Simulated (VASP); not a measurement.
## TiO2: relaxation of cell and atoms with PBE

TiO2:

```
Ti O
1.0
     2.70603   -2.70666    0.00000
     2.70603    2.70666    0.00000
    -2.63353    0.00000    4.79664
Ti O
2 4
Cartesian
  2.0477 1.9807 1.1992
  0.7309 -1.9807 3.5975
  -0.6205 -0.6563 3.2001
  3.3990 0.6563 1.5966
  2.0823 -0.6563 3.9949
  0.6963 0.6563 0.8018
```

* Program: VASP 6.6.1
* Task: relaxation of cell and atoms
* Functional: PBE
* Potentials or basis: VASP PAW PBE potentials, release 64 (Ti_sv, O)
* Cutoff: 600 eV
* k mesh: 6 × 6 × 6
* Occupations: fermi-dirac, width 0.02 eV
* Spin: no spin polarisation
* Dipole correction: no
* Further INCAR settings: ALGO = Normal; EDIFF = 1e-07; IBRION = 2; EDIFFG = -0.005; NSW = 80; ISIF = 3

- Relaxed volume: 11.69 Å³/atom
- Relaxed cell: a = 3.802 Å, b = 3.802 Å, c = 5.549 Å, α = 110.08°, β = 110.08°, γ = 89.94°
- Space group after relaxing (to 0.1 Å): I4_1/amd (No. 141)
- Energy gained by relaxing: 1.9 meV/atom
- Ionic steps: 28
- Pressure after relaxing: 0.0 GPa
- Largest force after relaxing: 0.004 eV/Å
- Band gap on the k mesh: 2.15 eV (least direct gap 2.41 eV)

Forces on the atoms (eV/Å):
```
Ti   0.000  0.002  0.000
Ti   0.000 -0.002  0.000
O    0.004 -0.001 -0.003
O   -0.004  0.001  0.003
O   -0.004 -0.001  0.003
O    0.004  0.001 -0.003
```

Stress tensor (GPa, compression positive):
```
-0.06  0.00  0.02
 0.00  0.06  0.00
 0.02  0.00  0.00
```

The path:
```tsv
step	energy change (eV)	largest force (eV/Å)	pressure (GPa)	volume (Å³)
1	0.0000	0.1078	-1.23	70.26
2	-0.0008	0.0761	1.70	69.36
3	-0.0028	0.0696	0.35	69.77
4	-0.0047	0.0667	0.32	69.82
5	-0.0084	0.0561	0.20	69.97
6	-0.0076	0.0467	0.04	70.26
7	-0.0095	0.0449	0.13	70.09
8	-0.0098	0.0637	-0.27	70.35
9	-0.0102	0.0305	-0.10	70.24
10	-0.0105	0.0260	0.14	70.15
11	-0.0106	0.0306	0.34	70.07
12	-0.0107	0.0265	0.30	70.08
13	-0.0109	0.0151	0.18	70.11
14	-0.0110	0.0147	-0.07	70.17
15	-0.0110	0.0099	-0.02	70.16
16	-0.0111	0.0095	-0.02	70.16
17	-0.0112	0.0106	-0.03	70.16
18	-0.0111	0.0172	-0.05	70.16
19	-0.0112	0.0123	-0.04	70.16
20	-0.0112	0.0077	0.00	70.14
21	-0.0112	0.0077	0.04	70.12
22	-0.0113	0.0080	0.01	70.14
23	-0.0113	0.0114	-0.10	70.17
24	-0.0113	0.0099	-0.08	70.16
25	-0.0113	0.0093	-0.07	70.16
26	-0.0113	0.0080	-0.06	70.15
27	-0.0113	0.0055	-0.04	70.15
28	-0.0113	0.0045	0.00	70.13
```

Final structure:
```
CELL_PARAMETERS angstrom
2.68961 -2.68688 -0.02077
2.68961 2.68688 -0.02077
-2.65477 0.00000 4.87279
ATOMIC_POSITIONS crystal
Ti 0.12504 0.87496 0.25000
Ti 0.87496 0.12504 0.75000
O 0.33160 0.08115 0.66310
O 0.66840 0.91885 0.33690
O 0.91885 0.66840 0.83690
O 0.08115 0.33160 0.16310
```

Levels at points of the mesh, in eV from the valence-band top:
```tsv
k point	band 20	band 21	band 22	band 23	band 24	band 25	band 26	band 27	band 28
(0.00, 0.00, 0.00)	-0.75	-0.75	-0.74	-0.37	-0.37	2.15	2.81	3.99	3.99
(0.50, 0.00, 0.00)	-1.85	-1.83	-0.83	-0.81	-0.59	3.22	3.49	3.54	3.56
(0.50, 0.50, 0.00)	-2.51	-1.93	-1.93	0.00	0.00	3.25	3.25	3.71	3.72
(0.00, 0.00, 0.50)	-1.28	-1.19	-1.19	-0.05	-0.05	2.47	2.47	3.72	3.72
(0.50, 0.00, 0.50)	-1.85	-1.83	-0.83	-0.80	-0.59	3.22	3.49	3.55	3.56
(0.50, 0.50, 0.50)	-2.52	-1.93	-1.93	0.00	0.00	3.25	3.25	3.72	3.72
```

It took 43 min on 1 thread of Oxide Virtual Turin-like Processor, with other jobs on the host, peak memory 0.28 GiB.

A k mesh can miss the band edges.
